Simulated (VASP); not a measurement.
Set up this calculation in VASP 6.6.1, as the native input.

```yaml
Task: electric field gradients
Functional: PBE
Potentials_or_basis: VASP PAW PBE potentials, release 64 (H)
Cutoff: 520 eV
k_mesh: 17 × 17 × 9
Occupations: fermi-dirac, width 0.05 eV
Spin: no spin polarisation
Dipole_correction: no
Further_INCAR_settings: ALGO = Normal; EDIFF = 1e-08; NBANDS = 8
```

The structure of H lies in POSCAR:

```
H
1.0
    1.9322960429      0.0000000000      0.0000000000
   -0.9661480214      1.6734174608      0.0000000000
    0.0000000000      0.0000000000      1.9047121375
H
2
Direct
    0.3333333333      0.6666666667      0.2500000000
    0.6666666667      0.3333333333      0.7500000000
```

The input as run:

INCAR

```
SYSTEM = H
ALGO = Normal
EDIFF = 1E-8
ENCUT = 520
GGA = PE
ISIF = 2
ISMEAR = -1
LASPH = .TRUE.
LCHARG = .FALSE.
LEFG = .TRUE.
LREAL = .FALSE.
LWAVE = .FALSE.
NBANDS = 8
NELM = 60
PREC = Accurate
SIGMA = 0.05
```

KPOINTS

```
k-points
0
G
  17 17 9
  0 0 0
```

Potentials or basis: VASP PAW PBE potentials, release 64 (H).

Launch:

```sh
$ cat potpaw_PBE.64/H/POTCAR > POTCAR
$ mpirun -np 1 vasp_std > vasp.out
```

Results of the run:

```yaml
Pressure: -0.4 GPa
Band_gap_on_the_k_mesh: zero (band 1 reaches 6.66 eV, above the bottom of band 2 at -1.15 eV)
```

Caveat: the k points lie up to 0.37 Å⁻¹ apart; without QUAD_EFG the Cq values of the log hold for a quadrupole moment of 1 mb, not for the nuclei.

Wall time 3.4 s on 1 thread of Intel(R) Xeon(R) 6975P-C (Granite Rapids), on a shared host, peak memory 0.11 GiB.
